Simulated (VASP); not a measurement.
# InP (F-43m) in VASP: notebook, part 3 of 3

VASP 6.6.1. The steps go on from the part before.

## 4. Single point, r2SCANh

This run uses another cell than the first one, of 24.66 Å³/atom.

POSCAR reads:

```
InP
1.0
    0.0000000000      2.9108316221      2.9108316221
    2.9108316221      0.0000000000      2.9108316221
    2.9108316221      2.9108316221      0.0000000000
In P
1 1
Direct
    0.0000000000      0.0000000000      0.0000000000
    0.7500000000      0.7500000000      0.7500000000
```

INCAR.step1 reads:

```
SYSTEM = InP
PREC = Accurate
ENCUT = 520
EDIFF = 1E-5
ISMEAR = -1
SIGMA = 0.05
LREAL = .False.
LASPH = .True.
NELM = 60
ALGO = Normal
ISIF = 2
LWAVE = .True.
LCHARG = .False.
NBANDS = 16
GGA = PE
```

INCAR.step2 reads:

```
SYSTEM = InP
PREC = Accurate
ENCUT = 520
EDIFF = 1E-7
ISMEAR = -1
SIGMA = 0.05
LREAL = .False.
LASPH = .True.
NELM = 60
ALGO = Normal
ISIF = 2
LWAVE = .False.
LCHARG = .False.
METAGGA = R2SCAN
LHFCALC = .True.
AEXX = 0.1
LMIXTAU = .True.
PRECFOCK = Normal
NBANDS = 16
ISTART = 1
```

KPOINTS reads:

```
regular mesh
0
Gamma
  4 4 4
  0 0 0
```

Potentials or basis: VASP PAW PBE potentials, release 64 (In_d, P).

Started as:

```bash
> cat potpaw_PBE.64/In_d/POTCAR potpaw_PBE.64/P/POTCAR > POTCAR
> cp INCAR.step1 INCAR
> mpirun -np 1 vasp_std > vasp.out
> cp INCAR.step2 INCAR
> mpirun -np 1 vasp_std > vasp.out
```

OUTCAR:

```text
SYSTEM = InP
   PREC = Accurate
   ENCUT = 520
   EDIFF = 1E-7
   ISMEAR = -1
   LREAL = .False.
   LASPH = .True.
   NELM = 60
   ISIF = 2
   METAGGA = R2SCAN
   LHFCALC = .True.
   AEXX = 0.1
   PRECFOCK = Normal
   ISTART = 1

 ion  position               nearest neighbor table
   1  0.000  0.000  0.000-   2 2.52   2 2.52   2 2.52   2 2.52
   2  0.750  0.750  0.750-   1 2.52   1 2.52   1 2.52   1 2.52

  LATTYP: Found a face centered cubic cell.
 ALAT       =     5.8216632442

  Lattice vectors:

 A1 = (   0.0000000000,   2.9108316221,   2.9108316221)
 A2 = (   2.9108316221,   0.0000000000,   2.9108316221)
 A3 = (   2.9108316221,   2.9108316221,   0.0000000000)

Analysis of symmetry for initial positions (statically):
=====================================================================
 Subroutine PRICEL returns:
 Original cell was already a primitive cell.

 Routine SETGRP: Setting up the symmetry group for a
 face centered cubic supercell.

 Subroutine GETGRP returns: Found 24 space group operations
 (whereof 24 operations were pure point group operations)
 out of a pool of 48 trial point group operations.

The static configuration has the point symmetry T_d .

Analysis of symmetry for dynamics (positions and initial velocities):
=====================================================================
 Subroutine PRICEL returns:
 Original cell was already a primitive cell.

 Routine SETGRP: Setting up the symmetry group for a
 face centered cubic supercell.

 Subroutine GETGRP returns: Found 24 space group operations
 (whereof 24 operations were pure point group operations)
 out of a pool of 48 trial point group operations.

The dynamic configuration has the point symmetry T_d .

 Subroutine INISYM returns: Found 24 space group operations
 (whereof 24 operations are pure point group operations),
 and found     1 'primitive' translations

[... 102 lines left out ...]
   METAGGA = R2SCAN    functional components
   LHFCALC =     T    Hartree Fock is set to
   PRECFOCK=normal    Normal, Fast or Accurate (Low or Medium for compatibility)
   ENCUT4O =  -1.0   cutoff for four orbital integrals eV
   NKREDX  =     1    reduce k-point grid by
   NKREDY  =     1    reduce k-point grid by
   NKREDZ  =     1    reduce k-point grid by
   AEXX    =    0.1000 exact exchange contribution
   HFSCREEN=    0.0000 screening length (either q_TF or 0.3 A-1)
   HFSCREENC=   0.0000 screening length for correlation (either q_TF or 0.3 A-1)
   ENCUTFOCK=  -1.0 apply spherical cutoff to Coloumb kernel
   IVDW    =     0    specifies the selected vdW correction
   LEPSILON=     F    determine dielectric tensor
   LRPA    =     F    only Hartree local field effects (RPA)
 non-spin polarized calculation
  energy-cutoff  :      520.00
  volume of cell :       49.33
 maximum number of plane-waves:      1363
 NGX is ok and might be reduce to    32
  NGX = 24; NGY = 24; NGZ = 24

 number of electron      17.9999997 magnetization

 Free energy of the ion-electron system (eV)
  ---------------------------------------------------
  ext. energy  EPLUGINS =         0.00000000
  ---------------------------------------------------
  free energy    TOTEN  =       -30.82700466 eV

  energy without entropy =      -30.82700466  energy(sigma->0) =      -30.82700466

 E-fermi :   5.9191     XC(G=0):  -9.0910

 val. band max:        4.9818104324   @ k =   0.0000   0.0000   0.0000
 cond. band min:       6.7971128072   @ k =   0.0000   0.0000   0.0000
 fundamental gap:      1.8153023748
 Fermi energy:         5.9190832127

 k-point     1 :       0.0000    0.0000    0.0000
  band No.  band energies     occupation
      1     -10.3910      2.00000
      2     -10.3910      2.00000
      3     -10.3910      2.00000
      4     -10.2017      2.00000
      5     -10.2017      2.00000
      6      -7.6054      2.00000
[... 129 lines left out ...]
      3     -10.2785      2.00000
      4     -10.2266      2.00000
      5     -10.1849      2.00000
      6      -4.8560      2.00000
[... 8 lines left out ...]
     15      17.7008      0.00000
     16      18.4804      0.00000

------------------------ aborting loop because EDIFF is reached ----------------------------------------

  FORCE on cell =-STRESS in cart. coord.  units (eV):
  Direction    XX          YY          ZZ          XY          YZ          ZX
  --------------------------------------------------------------------------------------
  -------------------------------------------------------------------------------------
  Total        0.8769616      0.8769616      0.8769616     -0.0000000      0.0000000     -0.0000000
  in kB       28.4845853     28.4845853     28.4845853     -0.0000000      0.0000000     -0.0000000
  external PRESSURE =      28.4845853 kB  Pullay stress =       0.0000000 kB

 VOLUME and BASIS-vectors are now :
 -----------------------------------------------------------------------------
  energy-cutoff  :      520.00
  volume of cell :       49.33
      direct lattice vectors                 reciprocal lattice vectors
     0.000000000  2.910831622  2.910831622    -0.171772217  0.171772217  0.171772217
     2.910831622  0.000000000  2.910831622     0.171772217 -0.171772217  0.171772217
     2.910831622  2.910831622  0.000000000     0.171772217  0.171772217 -0.171772217

 POSITION                                       TOTAL-FORCE (eV/Angst)
 -----------------------------------------------------------------------------------
      0.00000      0.00000      0.00000        -0.000000     -0.000000     -0.000000
      4.36625      4.36625      4.36625         0.000000      0.000000      0.000000
 -----------------------------------------------------------------------------------
    total drift:                                0.000000      0.000001      0.000001

  FREE ENERGIE OF THE ION-ELECTRON SYSTEM (eV)
  ---------------------------------------------------
  free  energy   TOTEN  =       -30.8270046609 eV

  energy  without entropy=      -30.8270046595  energy(sigma->0) =      -30.82700466
```

Run time: 8.8 min. Hardware: 1 thread of Intel Xeon Platinum 8488C (Sapphire Rapids), shared host; peak memory 0.19 GiB.

What came out:

- Free energy: -30.8270 eV
- Pressure: 2.8 GPa
- Band gap on the k mesh: 1.82 eV

Levels at points of the mesh, in eV from the valence-band top:
| k point | band 7 | band 8 | band 9 | band 10 | band 11 | band 12 |
| --- | --- | --- | --- | --- | --- | --- |
| (0.00, 0.00, 0.00) | 0.00 | 0.00 | 0.00 | 1.82 | 4.99 | 4.99 |
| (0.50, 0.00, 0.00) | -6.22 | -1.08 | -1.08 | 2.44 | 5.72 | 5.72 |
| (0.50, 0.50, 0.00) | -6.19 | -2.58 | -2.58 | 2.44 | 3.07 | 10.71 |

Caveat: the k points lie up to 0.47 Å⁻¹ apart; the PAW data sets were made with another functional, which shifts forces and pressure a little; spin-orbit coupling is left out, which moves the levels of the heavy elements.

## 5. Single point, r2SCANh

This run uses another cell than the first one, of 25.17 Å³/atom.

POSCAR reads:

```
InP
1.0
    0.0000000000      2.9305000000      2.9305000000
    2.9305000000      0.0000000000      2.9305000000
    2.9305000000      2.9305000000      0.0000000000
In P
1 1
Direct
    0.0000000000      0.0000000000      0.0000000000
    0.7500000000      0.7500000000      0.7500000000
```

INCAR.step1 reads:

```
ALGO = Normal
EDIFF = 1E-5
ENCUT = 520
GGA = PE
ISIF = 2
ISMEAR = -1
LASPH = True
LREAL = False
LWAVE = True
NBANDS = 16
NELM = 60
PREC = Accurate
SIGMA = 0.05
```

INCAR.step2 reads:

```
AEXX = 0.1
ALGO = Normal
EDIFF = 1E-6
ENCUT = 520
ISIF = 2
ISMEAR = -1
ISTART = 1
LASPH = True
LCHARG = True
LELF = True
LHFCALC = True
LMIXTAU = True
LREAL = False
LVHAR = True
LWAVE = False
METAGGA = R2SCAN
NBANDS = 16
NELM = 60
PREC = Accurate
PRECFOCK = Normal
SIGMA = 0.05
```

KPOINTS reads:

```
k-points
0
Gamma
  4 4 4
```

Started as:

```bash
> cat potpaw_PBE.64/In_d/POTCAR potpaw_PBE.64/P/POTCAR > POTCAR
> cp INCAR.step1 INCAR
> mpirun -np 1 vasp_std > vasp.out
> cp INCAR.step2 INCAR
> mpirun -np 1 vasp_std > vasp.out
```

Wall time 5.8 min (1 thread of Intel Xeon Platinum 8488C (Sapphire Rapids), shared host); peak memory 0.19 GiB.

The run converged. Its results:

* Free energy: -30.8402 eV
* Pressure: 1.1 GPa
* Band gap on the k mesh: 1.69 eV

Levels at points of the mesh, in eV from the valence-band top:
| k point | band 6 | band 7 | band 8 | band 9 | band 10 | band 11 | band 12 | band 13 |
| --- | --- | --- | --- | --- | --- | --- | --- | --- |
| (0.00, 0.00, 0.00) | -12.44 | 0.00 | 0.00 | 0.00 | 1.69 | 4.99 | 4.99 | 4.99 |
| (0.50, 0.00, 0.00) | -10.58 | -6.11 | -1.05 | -1.05 | 2.39 | 5.72 | 5.72 | 8.12 |
| (0.50, 0.50, 0.00) | -9.88 | -6.10 | -2.50 | -2.50 | 2.47 | 3.07 | 10.57 | 11.02 |

Caveat: the k points lie up to 0.46 Å⁻¹ apart; the PAW data sets were made with another functional, which shifts forces and pressure a little; spin-orbit coupling is left out, which moves the levels of the heavy elements.

## 6. Single point, r2SCANh

This run uses another cell than the first one, of 25.67 Å³/atom.

POSCAR reads:

```
InP
1.0
    0.0000000000      2.9499078504      2.9499078504
    2.9499078504      0.0000000000      2.9499078504
    2.9499078504      2.9499078504      0.0000000000
In P
1 1
Direct
    0.0000000000      0.0000000000      0.0000000000
    0.7500000000      0.7500000000      0.7500000000
```

INCAR.step1 reads:

```
SYSTEM = InP
  PREC = Accurate
  ENCUT = 520
  EDIFF = 1E-5
  ISMEAR = -1
  SIGMA = 0.05
  LREAL = .False.
  LASPH = .True.
  NELM = 100
  ALGO = Normal
  ISIF = 2
  LWAVE = .True.
  LCHARG = .False.
  NBANDS = 16
  GGA = PE
```

INCAR.step2 reads:

```
SYSTEM = InP
  PREC = Accurate
  ENCUT = 520
  EDIFF = 1E-6
  ISMEAR = -1
  SIGMA = 0.05
  LREAL = .False.
  LASPH = .True.
  NELM = 100
  ALGO = Normal
  ISIF = 2
  LWAVE = .False.
  LCHARG = .False.
  METAGGA = R2SCAN
  LHFCALC = .True.
  AEXX = 0.1
  LMIXTAU = .True.
  PRECFOCK = Normal
  NBANDS = 16
  ISTART = 1
```

KPOINTS reads:

```
regular mesh
0
Gamma
  4 4 4
  0 0 0
```

Potentials or basis: VASP PAW PBE potentials, release 64 (In_d, P).

Started as:

```bash
> cat potpaw_PBE.64/In_d/POTCAR potpaw_PBE.64/P/POTCAR > POTCAR
> cp INCAR.step1 INCAR
> mpirun -np 1 vasp_std > vasp.out
> cp INCAR.step2 INCAR
> mpirun -np 1 vasp_std > vasp.out
```

It took 4.9 min on 1 thread of Intel Xeon Platinum 8488C (Sapphire Rapids), shared host; peak memory 0.19 GiB.

The run converged. Its results:

```
Free energy            : -30.8435 eV
Pressure               : -0.3 GPa
Band gap on the k mesh : 1.57 eV
```

Levels at points of the mesh, in eV from the valence-band top:
```csv
k point,band 7,band 8,band 9,band 10,band 11,band 12
"(0.00, 0.00, 0.00)",0.00,0.00,0.00,1.57,4.99,4.99
"(0.50, 0.00, 0.00)",-6.00,-1.02,-1.02,2.33,5.71,5.71
"(0.50, 0.50, 0.00)",-6.01,-2.43,-2.43,2.50,3.06,10.43
```

Caveat: the k points lie up to 0.46 Å⁻¹ apart; the PAW data sets were made with another functional, which shifts forces and pressure a little; spin-orbit coupling is left out, which moves the levels of the heavy elements.

## 7. Overview

| cell | gap on the mesh (eV) | pressure (GPa) |
| --- | --- | --- |
| a = 4.060 Å, angles 60.0°, 2 atoms | 2.07 | 6.6 |
| a = 4.088 Å, angles 60.0°, 2 atoms | 1.94 | 4.6 |
| a = 4.117 Å, angles 60.0°, 2 atoms | 1.82 | 2.8 |
| a = 4.144 Å, angles 60.0°, 2 atoms | 1.69 | 1.1 |
| a = 4.172 Å, angles 60.0°, 2 atoms | 1.57 | -0.3 |

Alike in all rows: task single point; level r2SCANh; potentials or basis VASP PAW PBE potentials, release 64 (In_d, P); no spin polarisation; k mesh 4 × 4 × 4; cutoff (eV) 520; smearing fermi-dirac 0.05 eV.

Caveats: all runs use coarse meshes; the PAW data sets were made with another functional, which shifts forces and pressure a little; spin-orbit coupling is left out, which moves the levels of the heavy elements.

Absolute energies hang on the potentials; compare differences alone.
